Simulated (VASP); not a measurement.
## HfB2: electric field gradients with PBEsol

The system is HfB2.

```
Hf B
1.0
     3.14000   -0.03140   -0.03140
    -1.59719    2.73502   -0.01149
    -0.03480   -0.03480    3.48000
Hf B
1 2
Direct
  0.00000 0.00000 0.00000
  0.33333 0.66667 0.50000
  0.66667 0.33333 0.50000
```

This cell differs from its parent crystal: equal xy, yz and zx shear strains of -2 %.

```
Program                : VASP 6.6.1
Task                   : electric field gradients
Functional             : PBEsol
Potentials or basis    : VASP PAW PBE potentials, release 64 (Hf_pv, B)
Cutoff                 : 520 eV
k mesh                 : 15 × 15 × 12
Occupations            : fermi-dirac, width 0.03 eV
Spin                   : no spin polarisation
Dipole correction      : no
Further INCAR settings : ALGO = Normal; EDIFF = 1e-08; NBANDS = 15
```

The pressure is -4.1 GPa, the largest force is 0.023 eV/Å and the band gap on the k mesh is zero (bands 8 and 9 overlap by 1.04 eV). The largest electric field gradient by atom is Hf +101.4; B -2.2 V/Å².

Forces on the atoms (eV/Å):
```
Hf   0.000  0.000  0.000
B   -0.021  0.004 -0.008
B    0.021 -0.004  0.008
```

Stress tensor (GPa, compression positive):
```
-3.73  5.52  5.44
 5.52 -3.80  5.43
 5.44  5.43 -4.80
```

Levels at points of the mesh, in eV from the Fermi level:
```csv
k point,band 6,band 7,band 8,band 9,band 10,band 11
"(0.00, 0.00, 0.00)",-2.97,-2.77,-2.74,3.87,3.95,4.66
"(0.00, 0.00, 0.50)",-1.21,-1.11,0.21,0.33,0.81,1.15
```

Electric field gradients, principal values (V/Å²):
| atom | least | middle | greatest (by size) |
| --- | --- | --- | --- |
| 1 Hf | -19.139 | -82.235 | 101.374 |
| 2 B | 0.152 | 2.039 | -2.192 |
| 3 B | 0.152 | 2.039 | -2.192 |

It took 7.9 min on 1 thread of Intel Xeon 8259CL, with other jobs on the host, peak memory 0.67 GiB.

Caveat: the cell differs from its parent crystal (equal xy, yz and zx shear strains of -2 %); the cell stands under tension; without QUAD_EFG the Cq values of the log hold for a quadrupole moment of 1 mb, not for the nuclei; the PAW data sets were made with another functional, which shifts forces and pressure a little; spin-orbit coupling is left out, which moves the levels of the heavy elements.
